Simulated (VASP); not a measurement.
# C (Fd-3m) in VASP: further runs, part 2 of 2

VASP 6.6.1. The steps go on from the part before.

## Step 4: Single point, LDA

This run uses another cell than the first one, of 5.67 Å³/atom, 1.087 times its volume.

Input file INCAR:

```
SYSTEM = C
PREC     = Accurate       ! precision mode
ENCUT    = 520            ! plane-wave cutoff, eV
EDIFF    = 1E-6           ! SCF threshold, eV
ISMEAR   = 0              ! smearing method
SIGMA    = 0.01           ! smearing width, eV
LREAL    = .FALSE.        ! projectors in reciprocal space
LASPH    = .TRUE.         ! aspherical terms in the spheres
NELM     = 60             ! most SCF steps
ALGO     = Normal         ! electronic algorithm
ISIF     = 2              ! what is computed and relaxed
LWAVE    = .FALSE.        ! write WAVECAR
LCHARG   = .TRUE.         ! write CHGCAR
LELF     = .TRUE.         ! ELF
LVHAR    = .TRUE.       
NBANDS   = 11             ! bands
```

Input file KPOINTS:

```
regular mesh
0
G
  10 10 10
  0 0 0
```

Input file POSCAR:

```
C
1.0
    0.0000000000      1.7833700000      1.7833700000
    1.7833700000      0.0000000000      1.7833700000
    1.7833700000      1.7833700000      0.0000000000
C
2
Direct
    0.0000000000      0.0000000000      0.0000000000
    0.2500000000      0.2500000000      0.2500000000
```

Potentials or basis: VASP PAW LDA potentials, release 64 (C).

The run is started by

```sh
$ cat potpaw_LDA.64/C/POTCAR > POTCAR
$ mpirun -np 1 vasp_std > vasp.out
```

OUTCAR:

```text
SYSTEM = C
   PREC = Accurate
   ENCUT = 520
   EDIFF = 1E-6
   ISMEAR = 0
   LREAL = .FALSE.
   LASPH = .TRUE.
   NELM = 60
   ISIF = 2

 ion  position               nearest neighbor table
   1  0.000  0.000  0.000-   2 1.54   2 1.54   2 1.54   2 1.54
   2  0.250  0.250  0.250-   1 1.54   1 1.54   1 1.54   1 1.54

  LATTYP: Found a face centered cubic cell.
 ALAT       =     3.5667400000

  Lattice vectors:

 A1 = (   0.0000000000,   1.7833700000,   1.7833700000)
 A2 = (   1.7833700000,   0.0000000000,   1.7833700000)
 A3 = (   1.7833700000,   1.7833700000,   0.0000000000)

Analysis of symmetry for initial positions (statically):
=====================================================================
 Subroutine PRICEL returns:
 Original cell was already a primitive cell.

 Routine SETGRP: Setting up the symmetry group for a
 face centered cubic supercell.

 Subroutine GETGRP returns: Found 48 space group operations
 (whereof 24 operations were pure point group operations)
 out of a pool of 48 trial point group operations.

The static configuration has the point symmetry T_d .
 The point group associated with its full space group is O_h .

[... 171 lines left out ...]
      2       9.7239      2.00000
      3       9.7239      2.00000
      4       9.7239      2.00000
      5      15.2663      0.00000
      6      15.2663      0.00000
      7      15.2663      0.00000
      8      23.2805      0.00000
      9      28.7274      0.00000
     10      36.3536      0.00000
     11      36.3536      0.00000
[... 309 lines left out ...]
 k-point    24 :       0.4000    0.3000    0.0000
  band No.  band energies     occupation
      1      -7.0056      2.00000
      2       1.8087      2.00000
      3       3.7511      2.00000
      4       4.3739      2.00000
      5      14.4786      0.00000
      6      17.6562      0.00000
      7      23.6722      0.00000
      8      23.7505      0.00000
      9      31.2927      0.00000
     10      32.2432      0.00000
     11      40.4008      0.00000

 [... further k-points ...]

------------------------ aborting loop because EDIFF is reached ----------------------------------------

  FORCE on cell =-STRESS in cart. coord.  units (eV):
  Direction    XX          YY          ZZ          XY          YZ          ZX
  --------------------------------------------------------------------------------------
  -------------------------------------------------------------------------------------
  Total       -0.8234999     -0.8234999     -0.8234999      0.0000000      0.0000000     -0.0000000
  in kB     -116.3107256   -116.3107256   -116.3107256      0.0000000      0.0000000     -0.0000000
  external PRESSURE =    -116.3107256 kB  Pullay stress =       0.0000000 kB

 VOLUME and BASIS-vectors are now :
 -----------------------------------------------------------------------------
  energy-cutoff  :      520.00
  volume of cell :       11.34
      direct lattice vectors                 reciprocal lattice vectors
     0.000000000  1.783370000  1.783370000    -0.280368067  0.280368067  0.280368067
     1.783370000  0.000000000  1.783370000     0.280368067 -0.280368067  0.280368067
     1.783370000  1.783370000  0.000000000     0.280368067  0.280368067 -0.280368067

 POSITION                                       TOTAL-FORCE (eV/Angst)
 -----------------------------------------------------------------------------------
      0.00000      0.00000      0.00000         0.000000      0.000000      0.000000
      0.89168      0.89168      0.89168        -0.000000     -0.000000     -0.000000
 -----------------------------------------------------------------------------------
    total drift:                                0.000000      0.000000      0.000000

  FREE ENERGIE OF THE ION-ELECTRON SYSTEM (eV)
  ---------------------------------------------------
  free  energy   TOTEN  =       -20.2351591332 eV

  energy  without entropy=      -20.2351591332  energy(sigma->0) =      -20.23515913
```

OSZICAR:

```text
N       E                     dE             d eps       ncg     rms          rms(c)
DAV:   1    -0.219165595485E+01   -0.21917E+01   -0.48176E+03  1045   0.722E+02
DAV:   2    -0.206248059661E+02   -0.18433E+02   -0.17877E+02  1389   0.121E+02
DAV:   3    -0.210363163125E+02   -0.41151E+00   -0.41039E+00  1201   0.133E+01
DAV:   4    -0.210371938092E+02   -0.87750E-03   -0.87748E-03  1135   0.759E-01
DAV:   5    -0.210371949876E+02   -0.11785E-05   -0.11785E-05  1169   0.267E-02    0.569E+00
DAV:   6    -0.204429201526E+02    0.59427E+00   -0.31635E-01  1064   0.389E+00    0.330E+00
DAV:   7    -0.202353319004E+02    0.20759E+00   -0.37688E-01  1118   0.426E+00    0.715E-01
DAV:   8    -0.202351718642E+02    0.16004E-03   -0.93151E-03  1076   0.791E-01    0.284E-02
DAV:   9    -0.202351575028E+02    0.14361E-04   -0.35422E-05  1184   0.464E-02    0.205E-02
DAV:  10    -0.202351592074E+02   -0.17046E-05   -0.22071E-06  1101   0.121E-02    0.487E-03
DAV:  11    -0.202351591332E+02    0.74132E-07   -0.92943E-08   577   0.232E-03
   1 F= -.20235159E+02 E0= -.20235159E+02  d E =0.000000E+00
```

Wall time 4.2 s (1 thread of Intel Xeon Platinum 8488C (Sapphire Rapids), shared host); peak memory 0.11 GiB.

Results:

```
Free energy            : -20.2352 eV
Pressure               : -11.6 GPa
Band gap on the k mesh : 4.13 eV, indirect (least direct gap 5.54 eV)
```

A k mesh can miss the band edges. As with any semilocal functional, this LDA gap is likely too small.

## Step 5: Single point, LDA

This run uses another cell than the first one, of 5.90 Å³/atom, 1.130 times its volume.

Input file INCAR:

```
SYSTEM = C
PREC = Accurate ; ENCUT = 520
EDIFF = 1E-6 ; ISMEAR = 0
SIGMA = 0.01 ; LREAL = .False.
LASPH = .True. ; NELM = 100
ALGO = Normal ; ISIF = 2
LWAVE = .False. ; LCHARG = .False.
NBANDS = 11
```

Input file KPOINTS:

```
regular mesh
0
Gamma
  10 10 10
  0 0 0
```

Input file POSCAR:

```
C
1.0
    0.0000000000      1.8068380860      1.8068380860
    1.8068380860      0.0000000000      1.8068380860
    1.8068380860      1.8068380860      0.0000000000
C
2
Direct
    0.0000000000      0.0000000000      0.0000000000
    0.2500000000      0.2500000000      0.2500000000
```

The run is started by

```sh
$ cat potpaw_LDA.64/C/POTCAR > POTCAR
$ mpirun -np 1 vasp_std > vasp.out
```

Run time: 5.5 s. Hardware: 1 thread of Intel Xeon Platinum 8488C (Sapphire Rapids), shared host; peak memory 0.11 GiB.

Results (log left out):

```yaml
Free_energy: -20.1805 eV
Pressure: -27.1 GPa
Band_gap_on_the_k_mesh: 4.04 eV, indirect (least direct gap 5.43 eV)
```

Levels at points of the mesh, in eV from the valence-band top:
```
           k point  band 1  band 2  band 3  band 4  band 5  band 6  band 7  band 8
(0.00, 0.00, 0.00)  -20.80    0.00    0.00    0.00    5.43    5.43    5.43   12.67
(0.50, 0.00, 0.00)  -15.18  -12.93   -2.69   -2.69    8.21    8.21    8.48   15.04
(0.50, 0.50, 0.00)  -12.34  -12.34   -6.06   -6.06    4.62    4.62   16.04   16.04
```

A k mesh can miss the band edges. Expect the measured gap to be larger: semilocal functionals such as LDA lack the derivative discontinuity.

## Step 6: Single point, LDA

This run uses another cell than the first one, of 6.13 Å³/atom, 1.174 times its volume.

Input file INCAR:

```
ALGO = Normal ; EDIFF = 1E-7
ENCUT = 520 ; GGA = CA
ISIF = 2 ; ISMEAR = 0
LASPH = T ; LCHARG = T
LELF = T ; LREAL = F
LVHAR = T ; LWAVE = F
NBANDS = 11 ; NELM = 80
PREC = Accurate ; SIGMA = 0.01
```

Input file KPOINTS:

```
k-points
0
Gamma
  10 10 10
```

Input file POSCAR:

```
C
1.0
    0.0000000000      1.8297118824      1.8297118824
    1.8297118824      0.0000000000      1.8297118824
    1.8297118824      1.8297118824      0.0000000000
C
2
Direct
    0.0000000000      0.0000000000      0.0000000000
    0.2500000000      0.2500000000      0.2500000000
```

Potentials or basis: VASP PAW LDA potentials, release 64 (C).

The run is started by

```sh
$ cat potpaw_LDA.64/C/POTCAR > POTCAR
$ mpirun -np 1 vasp_std > vasp.out
```

Run time: 4.1 s. Hardware: 1 thread of Intel Xeon Platinum 8488C (Sapphire Rapids), shared host; peak memory 0.11 GiB.

Results (log left out):

```yaml
Free_energy: -20.0861 eV
Pressure: -39.8 GPa
Band_gap_on_the_k_mesh: 3.96 eV, indirect (least direct gap 5.33 eV)
```

Levels at points of the mesh, in eV from the valence-band top:
```tsv
k point	band 1	band 2	band 3	band 4	band 5	band 6	band 7	band 8
(0.00, 0.00, 0.00)	-20.32	0.00	0.00	0.00	5.33	5.33	5.33	11.84
(0.50, 0.00, 0.00)	-14.91	-12.54	-2.60	-2.60	7.99	8.05	8.05	14.69
(0.50, 0.50, 0.00)	-12.09	-12.09	-5.84	-5.84	4.53	4.53	15.49	15.49
```

A k mesh can miss the band edges. A hybrid or GW would open this gap; LDA tends to underestimate it.

## Step 7: The runs side by side

```tsv
cell	gap on the mesh (eV)	pressure (GPa)
a = 2.453 Å, angles 60.0°, 2 atoms	4.33	29.6
a = 2.488 Å, angles 60.0°, 2 atoms	4.23	7.0
a = 2.522 Å, angles 60.0°, 2 atoms	4.13	-11.6
a = 2.555 Å, angles 60.0°, 2 atoms	4.04	-27.1
a = 2.588 Å, angles 60.0°, 2 atoms	3.96	-39.8
```

Alike in all rows: task single point; level LDA; potentials or basis VASP PAW LDA potentials, release 64 (C); no spin polarisation; k mesh 10 × 10 × 10; cutoff (eV) 520; smearing gaussian 0.01 eV.

Total energies depend on the potentials used, so only differences within one code and one set of settings carry meaning.
